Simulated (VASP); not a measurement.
# Ca2SiSe6 (Immm) in VASP: further runs, part 2 of 2

VASP 6.6.1. The steps go on from the part before.

## Step 3: Single point, PBE

This run uses another cell than the first one, of 32.09 Å³/atom, 1.638 times its volume.

INCAR

```
SYSTEM = Ca2SiSe6
ALGO = Normal
EDIFF = 1E-6
ENCUT = 520
GGA = PE
ISIF = 2
ISMEAR = 0
LASPH = .TRUE.
LCHARG = .FALSE.
LREAL = .FALSE.
LWAVE = .FALSE.
NBANDS = 40
NELM = 60
PREC = Accurate
SIGMA = 0.1
```

KPOINTS

```
k-points
0
G
  4 4 4
  0 0 0
```

POSCAR

```
Ca2SiSe6
1.0
   -2.7432629748      6.1106036000      4.3072765417
    2.7432629748     -6.1106036000      4.3072765417
    2.7432629748      6.1106036000     -4.3072765417
Ca Si Se
2 1 6
Direct
    0.8560494381      0.0000000000      0.8560494381
    0.1439505619      0.0000000000      0.1439505619
    0.0000000000      0.5000000000      0.5000000000
    0.0000000000      0.5000000000      0.0000000000
    0.5000000000      0.5000000000      0.5000000000
    0.5000000000      0.0000000000      0.0000000000
    0.0000000000      0.0000000000      0.5000000000
    0.4090025206      0.0000000000      0.4090025206
    0.5909974794      0.0000000000      0.5909974794
```

Potentials or basis: VASP PAW PBE potentials, release 64 (Ca_sv, Si, Se).

The run is started by

```console
> cat potpaw_PBE.64/Ca_sv/POTCAR potpaw_PBE.64/Si/POTCAR potpaw_PBE.64/Se/POTCAR > POTCAR
> mpirun -np 1 vasp_std > vasp.out
```

OUTCAR:

```text
SYSTEM = Ca2SiSe6
   EDIFF = 1E-6
   ENCUT = 520
   GGA = PE
   ISIF = 2
   ISMEAR = 0
   LASPH = .TRUE.
   LREAL = .FALSE.
   NELM = 60
   PREC = Accurate

 ion  position               nearest neighbor table
   1  0.856  0.000  0.856-   4 2.86   6 2.86   7 2.86   5 2.86
   2  0.144  0.000  0.144-   5 2.86   6 2.86   7 2.86   4 2.86
   3  0.000  0.500  0.500-
   4  0.000  0.500  0.000-   7 2.74   7 2.74   1 2.86   2 2.86
   5  0.500  0.500  0.500-   6 2.74   6 2.74   2 2.86   1 2.86
   6  0.500  0.000  0.000-   5 2.74   5 2.74   1 2.86   2 2.86
   7  0.000  0.000  0.500-   4 2.74   4 2.74   1 2.86   2 2.86
   8  0.409  0.000  0.409-   9 2.22
   9  0.591  0.000  0.591-   8 2.22

  LATTYP: Found a body centered orthorhombic cell.
 ALAT       =     5.4865259496
 B/A-ratio  =     1.5701289236
 C/A-ratio  =     2.2274946500

  Lattice vectors:

 A1 = (   2.7432629748,  -6.1106036000,  -4.3072765417)
 A2 = (  -2.7432629748,  -6.1106036000,   4.3072765417)
 A3 = (  -2.7432629748,   6.1106036000,  -4.3072765417)

Analysis of symmetry for initial positions (statically):
[... 190 lines left out ...]
      2     -38.8966      2.00000
      3     -20.0883      2.00000
      4     -19.9750      2.00000
      5     -19.9729      2.00000
      6     -19.9694      2.00000
[... 763 lines left out ...]
     39       5.7674      0.00000
     40       6.0543      0.00000

------------------------ aborting loop because EDIFF is reached ----------------------------------------

  FORCE on cell =-STRESS in cart. coord.  units (eV):
  Direction    XX          YY          ZZ          XY          YZ          ZX
  --------------------------------------------------------------------------------------
  -------------------------------------------------------------------------------------
  Total       -0.0819542      0.2292849     -0.0174357      0.0000000      0.0000000      0.0000000
  in kB       -0.4546397      1.2719551     -0.0967241      0.0000000      0.0000000      0.0000000
  external PRESSURE =       0.2401971 kB  Pullay stress =       0.0000000 kB

 VOLUME and BASIS-vectors are now :
 -----------------------------------------------------------------------------
  energy-cutoff  :      520.00
  volume of cell :      288.81
      direct lattice vectors                 reciprocal lattice vectors
    -2.743262975  6.110603600  4.307276542     0.000000000  0.081824977  0.116082633
     2.743262975 -6.110603600  4.307276542     0.182264699  0.000000000  0.116082633
     2.743262975  6.110603600 -4.307276542     0.182264699  0.081824977  0.000000000

 POSITION                                       TOTAL-FORCE (eV/Angst)
 -----------------------------------------------------------------------------------
      0.00000     10.46196      0.00000        -0.000000     -0.001606     -0.000000
      0.00000      1.75925      0.00000        -0.000000      0.001606      0.000000
      2.74326      0.00000      0.00000        -0.000000     -0.000000      0.000000
      1.37163     -3.05530      2.15364        -0.000000     -0.000000      0.000000
      1.37163      3.05530      2.15364         0.000000      0.000000     -0.000000
     -1.37163      3.05530      2.15364         0.000000     -0.000000     -0.000000
      1.37163      3.05530     -2.15364        -0.000000      0.000000     -0.000000
      0.00000      4.99850      0.00000         0.000000     -0.014124      0.000000
      0.00000      7.22270      0.00000        -0.000000      0.014124     -0.000000
 -----------------------------------------------------------------------------------
    total drift:                                0.000000      0.000000     -0.000000

  FREE ENERGIE OF THE ION-ELECTRON SYSTEM (eV)
  ---------------------------------------------------
  free  energy   TOTEN  =       -31.3920458931 eV

  energy  without entropy=      -31.3609011158  energy(sigma->0) =      -31.37647350
```

OSZICAR:

```text
N       E                     dE             d eps       ncg     rms          rms(c)
DAV:   1     0.443318335675E+03    0.44332E+03   -0.25623E+04  1464   0.128E+03
DAV:   2     0.103800287019E+02   -0.43294E+03   -0.42084E+03  1768   0.297E+02
DAV:   3    -0.301839175622E+02   -0.40564E+02   -0.39700E+02  2168   0.778E+01
DAV:   4    -0.323181251199E+02   -0.21342E+01   -0.21238E+01  2472   0.169E+01
DAV:   5    -0.324015812862E+02   -0.83456E-01   -0.83423E-01  2136   0.253E+00    0.911E+00
DAV:   6    -0.314837995521E+02    0.91778E+00   -0.23634E+00  1888   0.533E+00    0.563E+00
DAV:   7    -0.314055825302E+02    0.78217E-01   -0.63802E-01  1824   0.278E+00    0.274E+00
DAV:   8    -0.313907164753E+02    0.14866E-01   -0.26322E-01  1744   0.145E+00    0.962E-01
DAV:   9    -0.313874437974E+02    0.32727E-02   -0.49670E-02  1880   0.677E-01    0.238E-01
DAV:  10    -0.313899897779E+02   -0.25460E-02   -0.77022E-03  1792   0.353E-01    0.111E-01
DAV:  11    -0.313914653633E+02   -0.14756E-02   -0.21341E-03  2120   0.165E-01    0.476E-02
DAV:  12    -0.313919506459E+02   -0.48528E-03   -0.83133E-04  1728   0.119E-01    0.249E-02
DAV:  13    -0.313920253835E+02   -0.74738E-04   -0.12443E-04  1984   0.368E-02    0.955E-03
DAV:  14    -0.313920429603E+02   -0.17577E-04   -0.32421E-05  1720   0.232E-02    0.506E-03
DAV:  15    -0.313920451638E+02   -0.22035E-05   -0.33536E-06  1688   0.675E-03    0.203E-03
DAV:  16    -0.313920458931E+02   -0.72926E-06   -0.11479E-06  1360   0.495E-03
   1 F= -.31392046E+02 E0= -.31376474E+02  d E =-.311448E-01
```

It took 4 min on 1 thread of AMD EPYC 9R45 (Zen 5), shared host; peak memory 0.57 GiB.

Results:

```
Free energy            : -31.3920 eV
Pressure               : 0.0 GPa
Largest force          : 0.014 eV/Å
Band gap on the k mesh : zero (band 30 reaches 2.02 eV, above the bottom of band 31 at 0.91 eV)
```

Forces in eV/Å, atoms in the order of the input:
```
Ca   0.000 -0.002  0.000
Ca   0.000  0.002  0.000
Si   0.000  0.000  0.000
Se   0.000  0.000  0.000
Se   0.000  0.000  0.000
Se   0.000  0.000  0.000
Se   0.000  0.000  0.000
Se   0.000 -0.014  0.000
Se   0.000  0.014  0.000
```

Stress tensor (GPa, compression positive):
```
-0.05  0.00  0.00
 0.00  0.13  0.00
 0.00  0.00 -0.01
```
